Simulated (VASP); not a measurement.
Crystal: GaGe3.

```
CELL_PARAMETERS angstrom
4.19113 0.00000 0.00000
0.00000 4.19113 0.00000
0.00000 0.00000 4.19113
ATOMIC_POSITIONS crystal
Ge 0.50000 0.50000 0.00000
Ge 0.50000 0.00000 0.50000
Ge 0.00000 0.50000 0.50000
Ga 0.00000 0.00000 0.00000
```

Program: VASP 6.6.1. Alike in all runs: task single point; no spin polarisation; cell as given; k mesh 6 × 6 × 6; cutoff (eV) 520; smearing fermi-dirac 0.05 eV.

Problem. Order these runs on this cell by their pressure, lowest first.
A. level LDA; potentials or basis VASP PAW LDA potentials, release 64 (Ge_d, Ga_d)
B. level PBEsol; potentials or basis VASP PAW PBE potentials, release 64 (Ge_d, Ga_d)
C. level PBE; potentials or basis VASP PAW PBE potentials, release 64 (Ge_d, Ga_d)

Solution. A (-1.4 GPa), B (0.3 GPa), C (4.0 GPa).

Caveats: the PAW data sets were made with another functional, which shifts forces and pressure a little (some runs).
